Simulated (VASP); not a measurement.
# Al3GaN4 (R3m) in VASP: further runs

The runs below take Al3GaN4 through single point, with PBEsol.

All numbers are computed with VASP 6.6.1; they aren't measurements. Logs are shortened: lines on timing, memory, paths and dates and some standing lists are left out, and cuts for length are marked.

### 1 The cell of the first run

It takes space group R3m (No. 160, trigonal). The conventional cell has a = 6.222 Å, b = 6.222 Å, c = 7.201 Å, α = 90.00°, β = 90.00°, γ = 120.00°. Within 2.4 Å of Al (site symmetry m) lie 4 N at 1.79 to 1.88 Å. Within 2.4 Å of Ga (site symmetry 3m) lie 4 N at 1.84 to 1.93 Å. Within 2.4 Å of N (site symmetry m) lie 3 Al at 1.79 to 1.88 Å and 1 Ga at 1.93 Å. Within 2.4 Å of N (site symmetry 3m) lie 1 Ga at 1.84 Å and 3 Al at 1.88 Å.

### 2 Single point, PBEsol

File INCAR:

```
  ALGO = Normal
  EDIFF = 1E-7
  ENCUT = 520
  GGA = PS
  ISIF = 2
  ISMEAR = 0
  LASPH = True
  LCHARG = False
  LREAL = False
  LWAVE = False
  NBANDS = 31
  NELM = 80
  PREC = Accurate
  SIGMA = 0.05
```

File KPOINTS:

```
k-points
0
Gamma
  6 6 6
```

File POSCAR:

```
Al3GaN4
1.0
    4.3189760727     -0.0808706234     -0.0808706234
   -0.0808706234      4.3189760727     -0.0808706234
   -0.0808706234     -0.0808706234      4.3189760727
Al Ga N
3 1 4
Direct
    0.5000000000      0.5000000000      0.0000000000
    0.5000000000      0.0000000000      0.5000000000
    0.0000000000      0.5000000000      0.5000000000
    0.0000000000      0.0000000000      0.0000000000
    0.7447140287      0.7447140287      0.2552859713
    0.7447140287      0.2552859713      0.7447140287
    0.2552859713      0.7447140287      0.7447140287
    0.2552859713      0.2552859713      0.2552859713
```

Potentials or basis: VASP PAW PBE potentials, release 64 (Al, Ga_d, N).

Run with:

```bash
$ cat potpaw_PBE.64/Al/POTCAR potpaw_PBE.64/Ga_d/POTCAR potpaw_PBE.64/N/POTCAR > POTCAR
$ mpirun -np 1 vasp_std > vasp.out
```

OUTCAR:

```text
EDIFF = 1E-7
   ENCUT = 520
   GGA = PS
   ISIF = 2
   ISMEAR = 0
   LASPH = True
   LREAL = False
   NELM = 80
   PREC = Accurate

 ion  position               nearest neighbor table
   1  0.500  0.500  0.000-   5 1.79   6 1.88   7 1.88   8 1.88   3 3.00   4 3.00   2 3.00   2 3.00
                             3 3.00   4 3.00   4 3.11   2 3.11   3 3.11   4 3.11   3 3.11   2 3.11
   2  0.500  0.000  0.500-   6 1.79   5 1.88   7 1.88   8 1.88   3 3.00   4 3.00   1 3.00   1 3.00
                             4 3.00   3 3.00   3 3.11   1 3.11   3 3.11   4 3.11   4 3.11   1 3.11
   3  0.000  0.500  0.500-   7 1.79   6 1.88   5 1.88   8 1.88   2 3.00   4 3.00   1 3.00   4 3.00
                             1 3.00   2 3.00   4 3.11   1 3.11   1 3.11   2 3.11   4 3.11   2 3.11
   4  0.000  0.000  0.000-   8 1.84   6 1.93   7 1.93   5 1.93   2 3.00   3 3.00   1 3.00   3 3.00
                             2 3.00   1 3.00   3 3.11   2 3.11   1 3.11   2 3.11   3 3.11   1 3.11
   5  0.745  0.745  0.255-   1 1.79   2 1.88   3 1.88   4 1.93
   6  0.745  0.255  0.745-   2 1.79   1 1.88   3 1.88   4 1.93
   7  0.255  0.745  0.745-   3 1.79   2 1.88   1 1.88   4 1.93
   8  0.255  0.255  0.255-   4 1.84   2 1.88   3 1.88   1 1.88

  LATTYP: Found a trigonal (rhomboedric) cell.
 ALAT       =     4.3204900685
 COS(alpha) =    -0.0370723774

  Lattice vectors:

 A1 = (   4.3189760727,  -0.0808706234,  -0.0808706234)
 A2 = (  -0.0808706234,   4.3189760727,  -0.0808706234)
 A3 = (  -0.0808706234,  -0.0808706234,   4.3189760727)

Analysis of symmetry for initial positions (statically):
=====================================================================
 Subroutine PRICEL returns:
 Original cell was already a primitive cell.

 Routine SETGRP: Setting up the symmetry group for a
 trigonal (rhombohedral) supercell.

 Subroutine GETGRP returns: Found  6 space group operations
 (whereof  6 operations were pure point group operations)
 out of a pool of 12 trial point group operations.

The static configuration has the point symmetry C_3v.

Analysis of symmetry for dynamics (positions and initial velocities):
=====================================================================
 Subroutine PRICEL returns:
 Original cell was already a primitive cell.

 Routine SETGRP: Setting up the symmetry group for a
 trigonal (rhombohedral) supercell.

 Subroutine GETGRP returns: Found  6 space group operations
 (whereof  6 operations were pure point group operations)
 out of a pool of 12 trial point group operations.

The dynamic configuration has the point symmetry C_3v.

 Subroutine INISYM returns: Found  6 space group operations
 (whereof  6 operations are pure point group operations),
 and found     1 'primitive' translations

----------------------------------------------------------------------------------------

                                     Primitive cell

  volume of cell :      80.4785

  direct lattice vectors                    reciprocal lattice vectors
     4.318976073 -0.080870623 -0.080870623     0.231701933  0.004421287  0.004421287
    -0.080870623  4.318976073 -0.080870623     0.004421287  0.231701933  0.004421287
    -0.080870623 -0.080870623  4.318976073     0.004421287  0.004421287  0.231701933

  length of vectors
     4.320490069  4.320490069  4.320490069     0.231786284  0.231786284  0.231786284

  position of ions in fractional coordinates (direct lattice)
     0.500000000  0.500000000  1.000000000
     0.500000000  1.000000000  0.500000000
     1.000000000  0.500000000  0.500000000
     0.000000000  0.000000000  0.000000000
     0.744714029  0.744714029  0.255285971
     0.744714029  0.255285971  0.744714029
     0.255285971  0.744714029  0.744714029
     0.255285971  0.255285971  0.255285971

  ion indices of the primitive-cell ions
   primitive index   ion index
                 1           1
                 2           2
                 3           3
                 4           4
                 5           5
                 6           6
                 7           7
                 8           8

----------------------------------------------------------------------------------------

 KPOINTS: k-points

Automatic generation of k-mesh.
 Grid dimensions read from file:
 generate k-points for:    6    6    6

 Generating k-lattice:

  Cartesian coordinates                     Fractional coordinates (reciprocal lattice)
     0.038616989  0.000736881  0.000736881     0.166666667  0.000000000  0.000000000
     0.000736881  0.038616989  0.000736881     0.000000000  0.166666667  0.000000000
     0.000736881  0.000736881  0.038616989     0.000000000  0.000000000  0.166666667

  Length of vectors
     0.038631047  0.038631047  0.038631047

  Shift w.r.t. Gamma in fractional coordinates (k-lattice)
     0.000000000  0.000000000  0.000000000

 Subroutine IBZKPT returns following result:
 ===========================================

 Found     32 irreducible k-points:

 Following reciprocal coordinates:
            Coordinates               Weight
  0.000000  0.000000  0.000000      1.000000
  0.166667 -0.000000 -0.000000      6.000000
  0.333333 -0.000000 -0.000000      6.000000
  0.500000 -0.000000 -0.000000      3.000000
  0.166667  0.166667 -0.000000      6.000000
  0.333333  0.166667 -0.000000     12.000000
[... 16 lines left out ...]
  0.500000  0.500000  0.166667      6.000000
 -0.333333  0.500000  0.166667     12.000000
 [... further k-points ...]
   k-points           NKPTS =     32   k-points in BZ     NKDIM =     32   number of bands    NBANDS=     31
   number of dos      NEDOS =    301   number of ions     NIONS =      8
   total plane-waves  NPLWV =  32768
   dimension x,y,z NGX =    32 NGY =   32 NGZ =   32
   dimension x,y,z NGXF=    64 NGYF=   64 NGZF=   64
   ions per type =               3   1   4
   NGX,Y,Z   is equivalent  to a cutoff of  12.31, 12.31, 12.31 a.u.
   NGXF,Y,Z  is equivalent  to a cutoff of  24.63, 24.63, 24.63 a.u.
 SYSTEM =  unknown system
   PREC   = accura    normal or accurate (medium, high low for compatibility)
   ISTART =      0    job   : 0-new  1-cont  2-samecut
   ICHARG =      2    charge: 1-file 2-atom 10-const
   ISPIN  =      1    spin polarized calculation?
   LNONCOLLINEAR =      F non collinear calculations
   LSORBIT =      F    spin-orbit coupling
   LASPH  =      T    aspherical Exc in radial PAW
   ENCUT  =  520.0 eV  38.22 Ry    6.18 a.u.   8.03  8.03  8.03*2*pi/ulx,y,z
   NELM   =     80;   NELMIN=  2; NELMDL= -5     # of ELM steps
   EDIFF  = 0.1E-06   stopping-criterion for ELM
   LREAL  =      F    real-space projection
   EDIFFG = 0.1E-05   stopping-criterion for IOM
   NSW    =      0    number of steps for IOM
   IBRION =     -1    ionic relax: 0-MD 1-quasi-New 2-CG
   NFREE  =      0    steps in history (QN), initial steepest desc. (CG)
   ISIF   =      2    stress and relaxation
   ISYM   =      2    0-nonsym 1-usesym 2-fastsym
   POTIM  = 0.5000    time-step for ionic-motion
   TEBEG  =    0.0;   TEEND  =   0.0 temperature during run
   PSTRESS=    0.0 pullay stress
   NELECT =      42.0000    total number of electrons
   NUPDOWN=      -1.0000    fix difference up-down
   EMIN   =  10.00;   EMAX   =-10.00  energy-range for DOS
   EFERMI =   0.00;   METHOD = LEGACY
   ISMEAR =     0;   SIGMA  =   0.05  broadening in eV -4-tet -1-fermi 0-gaus
   EFERMI_NEDOS =   21; number of points for ismear=-14 and -15
   IALGO  =     38    algorithm
   IMIX   =      4    mixing-type and parameters
     AMIX     =   0.40;   BMIX     =  1.00
     AMIX_MAG =   1.60;   BMIX_MAG =  1.00
  volume/ion in A,a.u.               =      10.06        67.89
  Fermi-wavevector in a.u.,A,eV,Ry     =   1.318048  2.490750 23.636745  1.737252
  Thomas-Fermi vector in A             =   2.448046
   LORBIT       =      0    0 simple, 1 ext, 2 COOP (PROOUT), +10 PAW based schemes
   GGA     = PS    functional components
   LHFCALC =     F    Hartree Fock is set to
   AEXX    =    0.0000 exact exchange contribution
   IVDW    =     0    specifies the selected vdW correction
   LEPSILON=     F    determine dielectric tensor
   LRPA    =     F    only Hartree local field effects (RPA)
 non-spin polarized calculation
 Gauss-broadening in eV      SIGMA  =   0.05
  energy-cutoff  :      520.00
  volume of cell :       80.48
 maximum number of plane-waves:      2196
   NGX = 17   NGY = 17   NGZ = 17

 number of electron      42.0000030 magnetization

 Free energy of the ion-electron system (eV)
  ---------------------------------------------------
  ext. energy  EPLUGINS =         0.00000000
  ---------------------------------------------------
  free energy    TOTEN  =       -59.45457241 eV

  energy without entropy =      -59.45457241  energy(sigma->0) =      -59.45457241

 E-fermi :   6.6267     XC(G=0): -11.6153

 val. band max:        6.4038709132   @ k =   0.0000   0.0000   0.0000
 cond. band min:       9.5283487775   @ k =   0.0000   0.0000   0.0000
 fundamental gap:      3.1244778643
 Fermi energy:         6.6267495888

 k-point     1 :       0.0000    0.0000    0.0000
  band No.  band energies     occupation
      1      -9.3442      2.00000
      2      -7.4496      2.00000
      3      -7.2223      2.00000
      4      -7.2223      2.00000
      5      -6.3476      2.00000
      6      -6.3476      2.00000
[... 23 lines left out ...]
     30      18.1212      0.00000
     31      19.8054      0.00000

 k-point     2 :       0.1667   -0.0000   -0.0000
  band No.  band energies     occupation
      1      -9.2057      2.00000
      2      -7.4851      2.00000
      3      -7.2771      2.00000
      4      -7.2303      2.00000
      5      -6.3456      2.00000
      6      -6.3415      2.00000
[... 740 lines left out ...]
 k-point    24 :      -0.3333    0.5000    0.1667
  band No.  band energies     occupation
      1      -8.0281      2.00000
      2      -7.8478      2.00000
      3      -7.5846      2.00000
      4      -7.2444      2.00000
      5      -6.3174      2.00000
      6      -6.3009      2.00000
[... 23 lines left out ...]
     30      17.4241      0.00000
     31      17.8276      0.00000

 [... further k-points ...]

------------------------ aborting loop because EDIFF is reached ----------------------------------------

  FORCE on cell =-STRESS in cart. coord.  units (eV):
  Direction    XX          YY          ZZ          XY          YZ          ZX
  --------------------------------------------------------------------------------------
  -------------------------------------------------------------------------------------
  Total        7.4488273      7.4488273      7.4488273      5.1116396      5.1116396      5.1116396
  in kB      148.2923829    148.2923829    148.2923829    101.7632958    101.7632958    101.7632958
  external PRESSURE =     148.2923829 kB  Pullay stress =       0.0000000 kB

 VOLUME and BASIS-vectors are now :
 -----------------------------------------------------------------------------
  energy-cutoff  :      520.00
  volume of cell :       80.48
      direct lattice vectors                 reciprocal lattice vectors
     4.318976073 -0.080870623 -0.080870623     0.231701933  0.004421287  0.004421287
    -0.080870623  4.318976073 -0.080870623     0.004421287  0.231701933  0.004421287
    -0.080870623 -0.080870623  4.318976073     0.004421287  0.004421287  0.231701933

 POSITION                                       TOTAL-FORCE (eV/Angst)
 -----------------------------------------------------------------------------------
      2.11905      2.11905     -0.08087        -0.556116     -0.556116     -0.615337
      2.11905     -0.08087      2.11905        -0.556116     -0.615337     -0.556116
     -0.08087      2.11905      2.11905        -0.615337     -0.556116     -0.556116
      0.00000      0.00000      0.00000        -0.582236     -0.582236     -0.582236
      3.13553      3.13553      0.98212         0.572495      0.572495      0.634481
      3.13553      0.98212      3.13553         0.572495      0.634481      0.572495
      0.98212      3.13553      3.13553         0.634481      0.572495      0.572495
      1.06128      1.06128      1.06128         0.530335      0.530335      0.530335
 -----------------------------------------------------------------------------------
    total drift:                               -0.000369     -0.000369     -0.000369

  FREE ENERGIE OF THE ION-ELECTRON SYSTEM (eV)
  ---------------------------------------------------
  free  energy   TOTEN  =       -59.4545724079 eV

  energy  without entropy=      -59.4545724079  energy(sigma->0) =      -59.45457241
```

It took 53 s on 1 thread of Intel Xeon 6975P-C, shared host; peak memory 0.22 GiB.

What came out:

* Free energy: -59.4546 eV
* Pressure: 14.8 GPa
* Largest force: 1.029 eV/Å
* Band gap on the k mesh: 3.12 eV, direct

Forces on the atoms (eV/Å):
```
Al  -0.556 -0.556 -0.615
Al  -0.556 -0.615 -0.556
Al  -0.615 -0.556 -0.556
Ga  -0.582 -0.582 -0.582
N    0.572  0.572  0.634
N    0.572  0.634  0.572
N    0.634  0.572  0.572
N    0.530  0.530  0.530
```

Caveat: the PAW data sets were made with another functional, which shifts forces and pressure a little. A k mesh can miss the band edges.

(Continued in part 2 of 2.)
